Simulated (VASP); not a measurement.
# Hf2TaN2 (P4/mmm) in VASP: notebook

Hf2TaN2 is run at these levels: PBE; tasks: single point.

Program: VASP 6.6.1. These are calculated values, not measurements. Logs are shortened: lines on timing, memory, paths and dates and some standing lists are left out, and cuts for length are marked.

## Step 1: The cell of the first run

The structure is tetragonal, space group P4/mmm (No. 123). The conventional cell has a = 3.769 Å, b = 3.769 Å, c = 5.144 Å, α = 90.00°, β = 90.00°, γ = 90.00°. Hf (site symmetry mmm) has 4 N at 2.29 Å and 4 Hf at 2.67 Å within 3.0 Å. Within 3.9 Å of Ta (site symmetry 4/mmm) lie 8 N at 2.95 Å and 8 Hf at 3.19 Å and 4 Ta at 3.77 Å. N (site symmetry 4mm) has 4 Hf at 2.29 Å and 2 N at 2.55 to 2.60 Å and 4 Ta at 2.95 Å within 3.0 Å.

The cell was generated, and may not be a known phase.

## Step 2: Single point, PBE

The input, INCAR:

```
SYSTEM = Hf2TaN2
PREC = Accurate
ENCUT = 520
EDIFF = 1E-6
ISMEAR = 0
SIGMA = 0.1
LREAL = .False.
LASPH = .True.
NELM = 100
ALGO = Normal
ISIF = 2
LWAVE = .False.
LCHARG = .False.
GGA = PE
NBANDS = 28
```

The input, KPOINTS:

```
regular mesh
0
Gamma
  4 4 4
  0 0 0
```

The input, POSCAR:

```
Hf2TaN2
1.0
    3.7693756117      0.0000000000      0.0000000000
    0.0000000000      3.7693756117      0.0000000000
    0.0000000000      0.0000000000      5.1436456840
Hf Ta N
2 1 2
Direct
    0.0000000000      0.5000000000      0.5000000000
    0.5000000000      0.0000000000      0.5000000000
    0.0000000000      0.0000000000      0.0000000000
    0.5000000000      0.5000000000      0.2474057237
    0.5000000000      0.5000000000      0.7525942763
```

Potentials or basis: VASP PAW PBE potentials, release 64 (Hf_pv, Ta_pv, N).

Command:

```
$ cat potpaw_PBE.64/Hf_pv/POTCAR potpaw_PBE.64/Ta_pv/POTCAR potpaw_PBE.64/N/POTCAR > POTCAR
$ mpirun -np 1 vasp_std > vasp.out
```

OUTCAR:

```text
SYSTEM = Hf2TaN2
   PREC = Accurate
   ENCUT = 520
   EDIFF = 1E-6
   ISMEAR = 0
   LREAL = .False.
   LASPH = .True.
   NELM = 100
   ISIF = 2
   GGA = PE

 ion  position               nearest neighbor table
   1  0.000  0.500  0.500-   4 2.29   5 2.29   4 2.29   5 2.29   2 2.67   2 2.67   2 2.67   2 2.67
                             3 3.19   3 3.19   3 3.19   3 3.19
   2  0.500  0.000  0.500-   4 2.29   5 2.29   4 2.29   5 2.29   1 2.67   1 2.67   1 2.67   1 2.67
                             3 3.19   3 3.19   3 3.19   3 3.19
   3  0.000  0.000  0.000-   1 3.19   2 3.19   1 3.19   2 3.19   1 3.19   1 3.19   2 3.19   2 3.19

   4  0.500  0.500  0.247-   1 2.29   2 2.29   2 2.29   1 2.29
   5  0.500  0.500  0.753-   1 2.29   2 2.29   2 2.29   1 2.29

  LATTYP: Found a simple tetragonal cell.
 ALAT       =     3.7693756117
 C/A-ratio  =     1.3645882538

  Lattice vectors:

 A1 = (   3.7693756117,   0.0000000000,   0.0000000000)
 A2 = (   0.0000000000,   3.7693756117,   0.0000000000)
 A3 = (   0.0000000000,   0.0000000000,   5.1436456840)

Analysis of symmetry for initial positions (statically):
=====================================================================
 Subroutine PRICEL returns:
 Original cell was already a primitive cell.

 Routine SETGRP: Setting up the symmetry group for a
 simple tetragonal supercell.

 Subroutine GETGRP returns: Found 16 space group operations
 (whereof 16 operations were pure point group operations)
 out of a pool of 16 trial point group operations.

The static configuration has the point symmetry D_4h.

Analysis of symmetry for dynamics (positions and initial velocities):
=====================================================================
 Subroutine PRICEL returns:
 Original cell was already a primitive cell.

 Routine SETGRP: Setting up the symmetry group for a
 simple tetragonal supercell.

 Subroutine GETGRP returns: Found 16 space group operations
 (whereof 16 operations were pure point group operations)
 out of a pool of 16 trial point group operations.

The dynamic configuration has the point symmetry D_4h.

 Subroutine INISYM returns: Found 16 space group operations
 (whereof 16 operations are pure point group operations),
 and found     1 'primitive' translations

----------------------------------------------------------------------------------------

                                     Primitive cell

[... 89 lines left out ...]
   EDIFF  = 0.1E-05   stopping-criterion for ELM
   LREAL  =      F    real-space projection
   EDIFFG = 0.1E-04   stopping-criterion for IOM
   NSW    =      0    number of steps for IOM
   IBRION =     -1    ionic relax: 0-MD 1-quasi-New 2-CG
   NFREE  =      0    steps in history (QN), initial steepest desc. (CG)
   ISIF   =      2    stress and relaxation
   ISYM   =      2    0-nonsym 1-usesym 2-fastsym
   POTIM  = 0.5000    time-step for ionic-motion
   TEBEG  =    0.0;   TEEND  =   0.0 temperature during run
   PSTRESS=    0.0 pullay stress
   NELECT =      41.0000    total number of electrons
   NUPDOWN=      -1.0000    fix difference up-down
   EMIN   =  10.00;   EMAX   =-10.00  energy-range for DOS
   EFERMI =   0.00;   METHOD = LEGACY
   ISMEAR =     0;   SIGMA  =   0.10  broadening in eV -4-tet -1-fermi 0-gaus
   EFERMI_NEDOS =   21; number of points for ismear=-14 and -15
   IALGO  =     38    algorithm
   IMIX   =      4    mixing-type and parameters
     AMIX     =   0.40;   BMIX     =  1.00
     AMIX_MAG =   1.60;   BMIX_MAG =  1.00
  volume/ion in A,a.u.               =      14.62        98.64
  Fermi-wavevector in a.u.,A,eV,Ry     =   1.350204  2.551516 24.804124  1.823052
  Thomas-Fermi vector in A             =   2.477728
   LORBIT       =      0    0 simple, 1 ext, 2 COOP (PROOUT), +10 PAW based schemes
   GGA     = PE    functional components
   LHFCALC =     F    Hartree Fock is set to
   AEXX    =    0.0000 exact exchange contribution
   IVDW    =     0    specifies the selected vdW correction
   LEPSILON=     F    determine dielectric tensor
   LRPA    =     F    only Hartree local field effects (RPA)
 non-spin polarized calculation
 Gauss-broadening in eV      SIGMA  =   0.10
  energy-cutoff  :      520.00
  volume of cell :       73.08
 maximum number of plane-waves:      2000
   NGX = 15   NGY = 15   NGZ = 19

 number of electron      41.0000008 magnetization

 Free energy of the ion-electron system (eV)
  ---------------------------------------------------
  ext. energy  EPLUGINS =         0.00000000
  ---------------------------------------------------
  free energy    TOTEN  =       -45.76586247 eV

  energy without entropy =      -45.75310935  energy(sigma->0) =      -45.75948591

 E-fermi :   5.7842     XC(G=0): -11.9770

 val. band max:        5.7756473822   @ k =   0.2500   0.0000   0.5000
 cond. band min:       5.8393639768   @ k =   0.2500   0.0000   0.2500
 fundamental gap:      0.0637165946
 Fermi energy:         5.7841863976

 k-point     1 :       0.0000    0.0000    0.0000
  band No.  band energies     occupation
      1     -29.7842      2.00000
      2     -29.7842      2.00000
      3     -29.7254      2.00000
      4     -25.2613      2.00000
      5     -25.2613      2.00000
      6     -24.7067      2.00000
[... 547 lines left out ...]
     27      11.1533      0.00000
     28      11.1663      0.00000

------------------------ aborting loop because EDIFF is reached ----------------------------------------

  FORCE on cell =-STRESS in cart. coord.  units (eV):
  Direction    XX          YY          ZZ          XY          YZ          ZX
  --------------------------------------------------------------------------------------
  -------------------------------------------------------------------------------------
  Total       -0.6857656     -0.6857656     -0.4093226      0.0000000     -0.0000000      0.0000000
  in kB      -15.0340652    -15.0340652     -8.9735946      0.0000000     -0.0000000      0.0000000
  external PRESSURE =     -13.0139083 kB  Pullay stress =       0.0000000 kB

 VOLUME and BASIS-vectors are now :
 -----------------------------------------------------------------------------
  energy-cutoff  :      520.00
  volume of cell :       73.08
      direct lattice vectors                 reciprocal lattice vectors
     3.769375612  0.000000000  0.000000000     0.265295928  0.000000000  0.000000000
     0.000000000  3.769375612  0.000000000     0.000000000  0.265295928  0.000000000
     0.000000000  0.000000000  5.143645684     0.000000000  0.000000000  0.194414635

 POSITION                                       TOTAL-FORCE (eV/Angst)
 -----------------------------------------------------------------------------------
      0.00000      1.88469      2.57182         0.000000      0.000000      0.000000
      1.88469      0.00000      2.57182         0.000000      0.000000      0.000000
      0.00000      0.00000      0.00000         0.000000      0.000000      0.000000
      1.88469      1.88469      1.27257         0.000000      0.000000      0.098374
      1.88469      1.88469      3.87108        -0.000000     -0.000000     -0.098374
 -----------------------------------------------------------------------------------
    total drift:                                0.000000      0.000000      0.000000

  FREE ENERGIE OF THE ION-ELECTRON SYSTEM (eV)
  ---------------------------------------------------
  free  energy   TOTEN  =       -45.7658624675 eV

  energy  without entropy=      -45.7531093521  energy(sigma->0) =      -45.75948591
```

It took 17 s on 1 thread of Intel Xeon 6975P-C (Granite Rapids), shared host; peak memory 0.19 GiB.

Results:

| Quantity | Value |
| --- | --- |
| Free energy | -45.7659 eV |
| Pressure | -1.3 GPa |
| Largest force | 0.098 eV/Å |
| Band gap on the k mesh | zero (an odd number of electrons rules out a gap without spin polarisation) |

Forces in eV/Å, atoms in the order of the input:
```
Hf   0.000  0.000  0.000
Hf   0.000  0.000  0.000
Ta   0.000  0.000  0.000
N    0.000  0.000  0.098
N    0.000  0.000 -0.098
```

Stress tensor (GPa, compression positive):
```
-1.50  0.00  0.00
 0.00 -1.50  0.00
 0.00  0.00 -0.90
```

Caveat: the k points lie up to 0.42 Å⁻¹ apart, too coarse for converged energies and pressures of a metal; spin-orbit coupling is left out, which moves the levels of the heavy elements.

## Step 3: Single point, PBE

This run uses another cell than the first one, of 16.79 Å³/atom.

The input, INCAR:

```
PREC     = Accurate       # precision mode
ENCUT    = 520            # plane-wave cutoff, eV
EDIFF    = 1E-6           # SCF threshold, eV
ISMEAR   = 0              # smearing method
SIGMA    = 0.1            # smearing width, eV
LREAL    = False          # projectors in reciprocal space
LASPH    = True           # aspherical terms in the spheres
NELM     = 60             # most SCF steps
ALGO     = Normal         # electronic algorithm
ISIF     = 2              # what is computed and relaxed
LWAVE    = False          # write WAVECAR
LCHARG   = False          # write CHGCAR
GGA      = PE             # functional
NBANDS   = 28             # bands
```

The input, KPOINTS:

```
regular mesh
0
Gamma
  4 4 4
```

The input, POSCAR:

```
Hf2TaN2
1.0
    3.9554573300      0.0000000000      0.0000000000
    0.0000000000      3.9554573300      0.0000000000
    0.0000000000      0.0000000000      5.3654614000
Hf Ta N
2 1 2
Direct
    0.0000000000      0.5000000000      0.5000000000
    0.5000000000      0.0000000000      0.5000000000
    0.0000000000      0.0000000000      0.0000000000
    0.5000000000      0.5000000000      0.2399999900
    0.5000000000      0.5000000000      0.7600000100
```

Potentials or basis: VASP PAW PBE potentials, release 64 (Hf_pv, Ta_pv, N).

Command:

```
$ cat potpaw_PBE.64/Hf_pv/POTCAR potpaw_PBE.64/Ta_pv/POTCAR potpaw_PBE.64/N/POTCAR > POTCAR
$ mpirun -np 1 vasp_std > vasp.out
```

It took 21 s on 1 thread of Intel Xeon 6975P-C (Granite Rapids), shared host; peak memory 0.2 GiB.

It converged, with:

```
Free energy            : -44.9258 eV
Pressure               : -18.8 GPa
Largest force          : 1.663 eV/Å
Band gap on the k mesh : zero (an odd number of electrons rules out a gap without spin polarisation)
```

Forces on the atoms (eV/Å):
```
Hf   0.000  0.000  0.000
Hf   0.000  0.000  0.000
Ta   0.000  0.000  0.000
N    0.000  0.000  1.663
N    0.000  0.000 -1.663
```

Stress tensor (GPa, compression positive):
```
-19.37   0.00   0.00
  0.00 -19.37   0.00
  0.00   0.00 -17.75
```

Levels at points of the mesh, in eV from the Fermi level:
```tsv
k point	band 17	band 18	band 19	band 20	band 21	band 22	band 23	band 24	band 25	band 26
(0.00, 0.00, 0.00)	-2.52	-1.68	-1.67	-0.59	0.33	0.59	0.59	0.89	1.24	2.66
(0.50, 0.00, 0.00)	-2.35	-0.79	-0.54	-0.25	0.26	0.74	1.33	1.46	1.60	1.83
(0.50, 0.50, 0.00)	-1.92	-1.87	-0.54	-0.46	-0.46	1.36	1.42	1.42	1.50	1.89
(0.00, 0.00, 0.50)	-2.39	-2.39	-1.58	-1.14	-1.09	0.94	1.05	1.20	1.20	1.45
(0.50, 0.00, 0.50)	-2.37	-1.25	-1.23	-0.84	-0.20	0.78	1.41	1.53	2.18	2.31
(0.50, 0.50, 0.50)	-3.10	-1.42	-0.42	-0.42	0.66	0.66	0.83	1.12	1.37	1.79
```

Caveat: the k points lie up to 0.40 Å⁻¹ apart, too coarse for converged energies and pressures of a metal; spin-orbit coupling is left out, which moves the levels of the heavy elements; forces of over 1 eV/Å act on the atoms, so gaps and moduli don't describe the material at rest.

The gap in the log of VASP goes by the Fermi energy; the results here count the filled bands.